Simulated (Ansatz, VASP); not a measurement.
Two plane-wave programs on P

```xyz
6
Lattice="2.6063 0.0000 0.0000 -1.3031 2.2571 0.0000 0.0000 0.0000 14.8100" Properties=species:S:1:pos:R:3 pbc="T T T"
P     1.3006    2.2573   13.5788
P     0.0011   -0.0023    3.7055
P     2.6077    0.0021    8.6422
P    -1.3020    2.2594    6.1678
P     1.3046    2.2550    1.2311
P    -0.0026   -0.0002   11.1044
```

Alike in both runs: functional PBE; k mesh 6 × 6 × 2; occupations gaussian, width 0.1 eV; no spin polarisation.

Ansatz relaxed the structure, and its values are those at the end. VASP's run is a single point on that final structure, the one shown.

|  | VASP | Ansatz |
| --- | --- | --- |
| version | VASP 6.6.1 | Ansatz 0.2.0 |
| potentials or method | VASP PAW PBE potentials, release 64 (P), cutoff 520 eV | scalar-relativistic, plane waves, PAW |
| valence electrons in the cell | 30 | 30 |

Ansatz gave:

```
gap on the k mesh at the Fermi level (eV) : none
pressure (GPa)                            : -0.2
rms of the force components (eV/Å)        : 0.013
```

Task: Estimate VASP's values.

Result: gap on the k mesh at the Fermi level (eV): none; pressure (GPa): -0.4; rms of the force components (eV/Å): 0.012.

A gap of «none» marks a metal or a gap that the smearing closes. The functional is the same, so the differences come from potentials, cutoffs and numerics.

The k mesh is coarse, so the values compare programs but aren't converged.
